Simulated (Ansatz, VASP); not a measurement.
## KBr in VASP and in Ansatz

The input INCAR:

```
SYSTEM = KBr
PREC = Accurate ; ENCUT = 520
EDIFF = 1E-7 ; ISMEAR = 0
SIGMA = 0.01 ; LREAL = .FALSE.
LASPH = .TRUE. ; NELM = 100
ALGO = Normal ; ISIF = 2
LWAVE = .FALSE. ; LCHARG = .FALSE.
GGA = PE ; NBANDS = 15
```

Contents of KPOINTS:

```
Automatic mesh
0
G
  6 6 6
  0 0 0
```

File POSCAR:

```
KBr
1.0
    0.0000000000      3.3022478201      3.3022478201
    3.3022478201      0.0000000000      3.3022478201
    3.3022478201      3.3022478201      0.0000000000
K Br
1 1
Direct
    0.0000000000      0.0000000000      0.0000000000
    0.5000000000      0.5000000000      0.5000000000
```

Input for Ansatz:

```yaml
crystal:
  lattice:
    - [0.0, 3.3022478201, 3.3022478201]
    - [3.3022478201, 0.0, 3.3022478201]
    - [3.3022478201, 3.3022478201, 0.0]
  atoms:
    - { symbol: K, position: [0.0, 0.0, 0.0] }
    - { symbol: Br, position: [0.5, 0.5, 0.5] }
kpoints:
  mp_grid: { grid: [6, 6, 6] }
hamiltonian:
  xc: pbe
scf:
  occupations: { method: fixed }
output:
  optics:
    e_range: [0, 19]
    de: 0.05
    sigma: 0.1
    bands: { spectra_wanted_up_to: 19 }
```

Alike in both runs: task single point; functional PBE; k mesh 6 × 6 × 6; no spin polarisation.

```csv
,VASP,Ansatz
version,VASP 6.6.1,Ansatz 0.2.0
potentials or method,"VASP PAW PBE potentials, release 64 (K_sv, Br)","plane waves, PAW"
plane-wave cutoff (eV),520,420
occupations,"gaussian, width 0.01 eV",fixed
valence electrons in the cell,16,16
```

```csv
,VASP,Ansatz,Ansatz less VASP
gap on the k mesh at the Fermi level (eV),4.43,4.43,+0.002
```
